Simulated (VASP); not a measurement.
# Sb (P4/mmm) in VASP: a series of runs

Runs on Sb. Level: PBEsol. Tasks: single point.

Everything below comes from runs of VASP 6.6.1. Logs are shortened: lines on timing, memory, paths and dates and some standing lists are left out, and cuts for length are marked.

## 1. The cell of the first run

It takes space group P4/mmm (No. 123, tetragonal). The conventional cell has a = 3.160 Å, b = 3.160 Å, c = 3.065 Å, α = 90.00°, β = 90.00°, γ = 90.00°. Sb (site symmetry 4/mmm) has 6 Sb at 3.07 to 3.16 Å within 4.0 Å.

## 2. Single point, PBEsol (strain -0.0300 x Voigt [0, 1, 0, 0, 0, 0])

File INCAR:

```
SYSTEM = Sb
ALGO = Normal
EDIFF = 1E-6
ENCUT = 520
GGA = PS
ISIF = 2
ISMEAR = 0
LASPH = .True.
LCHARG = .True.
LELF = .True.
LREAL = .False.
LVHAR = .True.
LWAVE = .False.
NBANDS = 8
NELM = 80
PREC = Accurate
SIGMA = 0.15
```

File KPOINTS:

```
k-points
0
Gamma
  16 16 16
  0 0 0
```

File POSCAR:

```
Sb
1.0
    3.1600000000      0.0000000000      0.0000000000
    0.0000000000      3.0652000000      0.0000000000
    0.0000000000      0.0000000000      3.1600000000
Sb
1
Direct
    0.0000000000      0.0000000000      0.0000000000
```

Potentials or basis: VASP PAW PBE potentials, release 64 (Sb).

Launch:

```console
cat potpaw_PBE.64/Sb/POTCAR > POTCAR
mpirun -np 1 vasp_std > vasp.out
```

OUTCAR:

```text
SYSTEM = Sb
   EDIFF = 1E-6
   ENCUT = 520
   GGA = PS
   ISIF = 2
   ISMEAR = 0
   LASPH = .True.
   LREAL = .False.
   NELM = 80
   PREC = Accurate

 ion  position               nearest neighbor table
   1  0.000  0.000  0.000-

  LATTYP: Found a simple tetragonal cell.
 ALAT       =     3.1600000000
 C/A-ratio  =     0.9700000000

  Lattice vectors:

 A1 = (  -3.1600000000,   0.0000000000,   0.0000000000)
 A2 = (   0.0000000000,   0.0000000000,   3.1600000000)
 A3 = (   0.0000000000,   3.0652000000,   0.0000000000)

Analysis of symmetry for initial positions (statically):
=====================================================================
 Subroutine PRICEL returns:
 Original cell was already a primitive cell.

 Routine SETGRP: Setting up the symmetry group for a
 simple tetragonal supercell.

 Subroutine GETGRP returns: Found 16 space group operations
 (whereof 16 operations were pure point group operations)
 out of a pool of 16 trial point group operations.

The static configuration has the point symmetry D_4h.

Analysis of symmetry for dynamics (positions and initial velocities):
=====================================================================
 Subroutine PRICEL returns:
 Original cell was already a primitive cell.

 Routine SETGRP: Setting up the symmetry group for a
 simple tetragonal supercell.

 Subroutine GETGRP returns: Found 16 space group operations
 (whereof 16 operations were pure point group operations)
 out of a pool of 16 trial point group operations.

The dynamic configuration has the point symmetry D_4h.

 Subroutine INISYM returns: Found 16 space group operations
 (whereof 16 operations are pure point group operations),
 and found     1 'primitive' translations

----------------------------------------------------------------------------------------

                                     Primitive cell

  volume of cell :      30.6079

  direct lattice vectors                    reciprocal lattice vectors
     3.160000000  0.000000000  0.000000000     0.316455696  0.000000000  0.000000000
     0.000000000  3.065200000  0.000000000     0.000000000  0.326242986  0.000000000
     0.000000000  0.000000000  3.160000000     0.000000000  0.000000000  0.316455696

  length of vectors
     3.160000000  3.065200000  3.160000000     0.316455696  0.326242986  0.316455696

  position of ions in fractional coordinates (direct lattice)
     0.000000000  0.000000000  0.000000000

  ion indices of the primitive-cell ions
   primitive index   ion index
                 1           1

----------------------------------------------------------------------------------------

 KPOINTS: k-points

Automatic generation of k-mesh.
 Grid dimensions read from file:
 generate k-points for:   16   16   16

 Generating k-lattice:

  Cartesian coordinates                     Fractional coordinates (reciprocal lattice)
     0.019778481  0.000000000  0.000000000     0.062500000  0.000000000  0.000000000
     0.000000000  0.020390187  0.000000000     0.000000000  0.062500000  0.000000000
     0.000000000  0.000000000  0.019778481     0.000000000  0.000000000  0.062500000

  Length of vectors
     0.019778481  0.020390187  0.019778481

  Shift w.r.t. Gamma in fractional coordinates (k-lattice)
     0.000000000  0.000000000  0.000000000

 Subroutine IBZKPT returns following result:
 ===========================================

 Found    405 irreducible k-points:

 Following reciprocal coordinates:
            Coordinates               Weight
  0.000000  0.000000  0.000000      1.000000
  0.062500  0.000000  0.000000      4.000000
  0.125000  0.000000  0.000000      4.000000
  0.187500  0.000000  0.000000      4.000000
  0.250000  0.000000  0.000000      4.000000
  0.312500  0.000000  0.000000      4.000000
[... 16 lines left out ...]
  0.250000  0.125000  0.000000      8.000000
  0.312500  0.125000  0.000000      8.000000
 [... further k-points ...]
   k-points           NKPTS =    405   k-points in BZ     NKDIM =    405   number of bands    NBANDS=      8
   number of dos      NEDOS =    301   number of ions     NIONS =      1
   total plane-waves  NPLWV =  13824
   dimension x,y,z NGX =    24 NGY =   24 NGZ =   24
   dimension x,y,z NGXF=    48 NGYF=   48 NGZF=   48
   ions per type =               1
   NGX,Y,Z   is equivalent  to a cutoff of  12.63, 13.02, 12.63 a.u.
   NGXF,Y,Z  is equivalent  to a cutoff of  25.25, 26.03, 25.25 a.u.
 SYSTEM =  Sb
   PREC   = accura    normal or accurate (medium, high low for compatibility)
   ISTART =      0    job   : 0-new  1-cont  2-samecut
   ICHARG =      2    charge: 1-file 2-atom 10-const
   ISPIN  =      1    spin polarized calculation?
   LNONCOLLINEAR =      F non collinear calculations
   LSORBIT =      F    spin-orbit coupling
   LASPH  =      T    aspherical Exc in radial PAW
   ENCUT  =  520.0 eV  38.22 Ry    6.18 a.u.   5.88  5.70  5.88*2*pi/ulx,y,z
   NELM   =     80;   NELMIN=  2; NELMDL= -5     # of ELM steps
   EDIFF  = 0.1E-05   stopping-criterion for ELM
   LREAL  =      F    real-space projection
   EDIFFG = 0.1E-04   stopping-criterion for IOM
   NSW    =      0    number of steps for IOM
   IBRION =     -1    ionic relax: 0-MD 1-quasi-New 2-CG
   NFREE  =      0    steps in history (QN), initial steepest desc. (CG)
   ISIF   =      2    stress and relaxation
   ISYM   =      2    0-nonsym 1-usesym 2-fastsym
   POTIM  = 0.5000    time-step for ionic-motion
   TEBEG  =    0.0;   TEEND  =   0.0 temperature during run
   PSTRESS=    0.0 pullay stress
   NELECT =       5.0000    total number of electrons
   NUPDOWN=      -1.0000    fix difference up-down
   EMIN   =  10.00;   EMAX   =-10.00  energy-range for DOS
   EFERMI =   0.00;   METHOD = LEGACY
   ISMEAR =     0;   SIGMA  =   0.15  broadening in eV -4-tet -1-fermi 0-gaus
   EFERMI_NEDOS =   21; number of points for ismear=-14 and -15
   IALGO  =     38    algorithm
   IMIX   =      4    mixing-type and parameters
     AMIX     =   0.40;   BMIX     =  1.00
     AMIX_MAG =   1.60;   BMIX_MAG =  1.00
  volume/ion in A,a.u.               =      30.61       206.55
  Fermi-wavevector in a.u.,A,eV,Ry     =   0.894926  1.691165 10.896807  0.800893
  Thomas-Fermi vector in A             =   2.017193
   LORBIT       =      0    0 simple, 1 ext, 2 COOP (PROOUT), +10 PAW based schemes
   GGA     = PS    functional components
   LHFCALC =     F    Hartree Fock is set to
   AEXX    =    0.0000 exact exchange contribution
   IVDW    =     0    specifies the selected vdW correction
   LEPSILON=     F    determine dielectric tensor
   LRPA    =     F    only Hartree local field effects (RPA)
 non-spin polarized calculation
 Gauss-broadening in eV      SIGMA  =   0.15
  energy-cutoff  :      520.00
  volume of cell :       30.61
 maximum number of plane-waves:       844
 NGX is ok and might be reduce to    24
   NGX = 11   NGY = 11   NGZ = 11

 number of electron       5.0000000 magnetization

 Free energy of the ion-electron system (eV)
  ---------------------------------------------------
  ext. energy  EPLUGINS =         0.00000000
  ---------------------------------------------------
  free energy    TOTEN  =        -4.50842129 eV

  energy without entropy =       -4.50283279  energy(sigma->0) =       -4.50562704

 E-fermi :   6.6566     XC(G=0):  -9.6449

 val. band max:        6.6521892640   @ k =   0.3125   0.3750   0.3125
 cond. band min:       6.6666323000   @ k =   0.1875   0.0625   0.1875
 fundamental gap:      0.0144430360
 Fermi energy:         6.6565568704

 k-point     1 :       0.0000    0.0000    0.0000
  band No.  band energies     occupation
      1      -5.5460      2.00000
      2       9.5823      0.00000
      3       9.5823      0.00000
      4      10.4300      0.00000
      5      13.3979      0.00000
      6      13.6145      0.00000
      7      14.8287      0.00000
      8      23.9702      0.00000

 k-point     2 :       0.0625    0.0000    0.0000
  band No.  band energies     occupation
      1      -5.4928      2.00000
      2       8.8789      0.00000
      3       9.6340      0.00000
      4      10.4822      0.00000
      5      13.5511      0.00000
      6      14.1263      0.00000
      7      15.0371      0.00000
      8      23.3669      0.00000

 k-point     3 :       0.1250    0.0000    0.0000
  band No.  band energies     occupation
      1      -5.3344      2.00000
      2       7.5011      0.00000
      3       9.7858      0.00000
      4      10.6353      0.00000
      5      13.6955      0.00000
      6      14.6901      0.00000
      7      16.2101      0.00000
      8      22.3215      0.00000

 k-point     4 :       0.1875    0.0000    0.0000
  band No.  band energies     occupation
      1      -5.0755      2.00000
      2       6.0280      2.00000
      3      10.0280      0.00000
      4      10.8797      0.00000
      5      13.9172      0.00000
      6      14.9905      0.00000
      7      17.9687      0.00000
      8      21.2344      0.00000

 k-point     5 :       0.2500    0.0000    0.0000
  band No.  band energies     occupation
      1      -4.7263      2.00000
      2       4.6222      2.00000
      3      10.3419      0.00000
      4      11.1965      0.00000
      5      14.2201      0.00000
      6      15.3342      0.00000
      7      19.6863      0.00000
      8      20.1961      0.00000

 k-point     6 :       0.3125    0.0000    0.0000
  band No.  band energies     occupation
      1      -4.3084      2.00000
      2       3.3559      2.00000
      3      10.6960      0.00000
      4      11.5539      0.00000
      5      14.5950      0.00000
      6      15.7590      0.00000
      7      19.2632      0.00000
      8      19.8638      0.00000

 k-point     7 :       0.3750    0.0000    0.0000
  band No.  band energies     occupation
      1      -3.8671      2.00000
      2       2.2971      2.00000
      3      11.0397      0.00000
      4      11.9012      0.00000
      5      15.0163      0.00000
      6      16.2655      0.00000
      7      18.4990      0.00000
      8      18.9968      0.00000
[... 133 lines left out ...]
 k-point    20 :       0.0625    0.1250    0.0000
  band No.  band energies     occupation
      1      -5.2571      2.00000
      2       8.1677      0.00000
      3       9.1178      0.00000
      4       9.8662      0.00000
      5      13.8180      0.00000
      6      14.6745      0.00000
      7      17.1770      0.00000
      8      21.8858      0.00000

 k-point    21 :       0.1250    0.1250    0.0000
  band No.  band energies     occupation
      1      -5.0987      2.00000
      2       7.7116      0.00000
      3       8.3521      0.00000
      4      10.0184      0.00000
      5      14.0036      0.00000
      6      16.1602      0.00000
      7      17.3065      0.00000
      8      20.7078      0.00000

 k-point    22 :       0.1875    0.1250    0.0000
  band No.  band energies     occupation
      1      -4.8396      2.00000
      2       6.2526      1.99986
      3       8.5877      0.00000
      4      10.2611      0.00000
      5      14.2395      0.00000
      6      17.2510      0.00000
      7      17.9559      0.00000
      8      19.7371      0.00000

 k-point    23 :       0.2500    0.1250    0.0000
  band No.  band energies     occupation
      1      -4.4902      2.00000
      2       4.8491      2.00000
      3       8.9146      0.00000
      4      10.5758      0.00000
      5      14.5545      0.00000
      6      17.1904      0.00000
      7      18.4347      0.00000
      8      20.1107      0.00000

 k-point    24 :       0.3125    0.1250    0.0000
  band No.  band energies     occupation
      1      -4.0718      2.00000
      2       3.5833      2.00000
      3       9.2965      0.00000
      4      10.9309      0.00000
      5      14.9390      0.00000
      6      16.5772      0.00000
      7      18.4579      0.00000
      8      19.4405      0.00000

 [... further k-points ...]

------------------------ aborting loop because EDIFF is reached ----------------------------------------

  FORCE on cell =-STRESS in cart. coord.  units (eV):
  Direction    XX          YY          ZZ          XY          YZ          ZX
  --------------------------------------------------------------------------------------
  -------------------------------------------------------------------------------------
  Total       -0.8218407     -0.3155001     -0.8218407     -0.0000000      0.0000000      0.0000000
  in kB      -43.0194879    -16.5149424    -43.0194879     -0.0000000      0.0000000      0.0000000
  external PRESSURE =     -34.1846394 kB  Pullay stress =       0.0000000 kB

 VOLUME and BASIS-vectors are now :
 -----------------------------------------------------------------------------
  energy-cutoff  :      520.00
  volume of cell :       30.61
      direct lattice vectors                 reciprocal lattice vectors
     3.160000000  0.000000000  0.000000000     0.316455696  0.000000000  0.000000000
     0.000000000  3.065200000  0.000000000     0.000000000  0.326242986  0.000000000
     0.000000000  0.000000000  3.160000000     0.000000000  0.000000000  0.316455696

 POSITION                                       TOTAL-FORCE (eV/Angst)
 -----------------------------------------------------------------------------------
      0.00000      0.00000      0.00000         0.000000      0.000000      0.000000
 -----------------------------------------------------------------------------------
    total drift:                               -0.000000      0.000000      0.000000

  FREE ENERGIE OF THE ION-ELECTRON SYSTEM (eV)
  ---------------------------------------------------
  free  energy   TOTEN  =        -4.5084212920 eV

  energy  without entropy=       -4.5028327864  energy(sigma->0) =       -4.50562704
```

It took 15 s on 1 thread of Intel Xeon 6975P-C (Granite Rapids), shared host; peak memory 0.21 GiB.

What came out:

```
Free energy : -4.5084 eV
Pressure    : -3.4 GPa
```

Caveat: the cell differs from its parent crystal (strain -0.0300 x Voigt [0, 1, 0, 0, 0, 0]); the PAW data sets were made with another functional, which shifts forces and pressure a little; spin-orbit coupling is left out, which moves the levels of the heavy elements.

## 3. Single point, PBEsol (strain -0.0150 x Voigt [0, 1, 0, 0, 0, 0])

File INCAR:

```
SYSTEM = Sb
ALGO     = Normal         ! electronic algorithm
EDIFF    = 1E-6           ! SCF threshold, eV
ENCUT    = 520            ! plane-wave cutoff, eV
GGA      = PS             ! functional
ISIF     = 2              ! what is computed and relaxed
ISMEAR   = 0              ! smearing method
LASPH    = .True.         ! aspherical terms in the spheres
LCHARG   = .False.        ! write CHGCAR
LREAL    = .False.        ! projectors in reciprocal space
LWAVE    = .False.        ! write WAVECAR
NBANDS   = 8              ! bands
NELM     = 100            ! most SCF steps
PREC     = Accurate       ! precision mode
SIGMA    = 0.15           ! smearing width, eV
```

KPOINTS is that of step 2.

File POSCAR:

```
Sb
1.0
    3.1600000000      0.0000000000      0.0000000000
    0.0000000000      3.1126000000      0.0000000000
    0.0000000000      0.0000000000      3.1600000000
Sb
1
Direct
    0.0000000000      0.0000000000      0.0000000000
```

Potentials or basis: VASP PAW PBE potentials, release 64 (Sb).

Launch:

```console
cat potpaw_PBE.64/Sb/POTCAR > POTCAR
mpirun -np 1 vasp_std > vasp.out
```

Wall time 15 s (1 thread of Intel Xeon 6975P-C (Granite Rapids), shared host); peak memory 0.21 GiB.

Results (log left out):

- Free energy: -4.5010 eV
- Pressure: -4.2 GPa

Stress tensor (GPa, compression positive):
```
-4.65  0.00  0.00
 0.00 -3.33  0.00
 0.00  0.00 -4.65
```

Levels at points of the mesh, in eV from the Fermi level:
```csv
k point,band 1,band 2,band 3,band 4,band 5
"(0.00, 0.00, 0.00)",-12.08,3.03,3.03,3.44,6.83
"(0.50, 0.00, 0.00)",-9.87,-5.29,4.86,5.27,8.94
"(0.00, 0.50, 0.00)",-9.68,-5.34,5.01,5.01,8.96
"(0.50, 0.50, 0.00)",-7.34,-3.44,-3.23,2.29,6.84
"(0.50, 0.00, 0.50)",-7.55,-3.37,-3.37,2.26,7.11
"(0.50, 0.50, 0.50)",-4.77,-1.67,-1.44,-1.44,4.84
```

Caveat: the cell differs from its parent crystal (strain -0.0150 x Voigt [0, 1, 0, 0, 0, 0]); the PAW data sets were made with another functional, which shifts forces and pressure a little; spin-orbit coupling is left out, which moves the levels of the heavy elements.
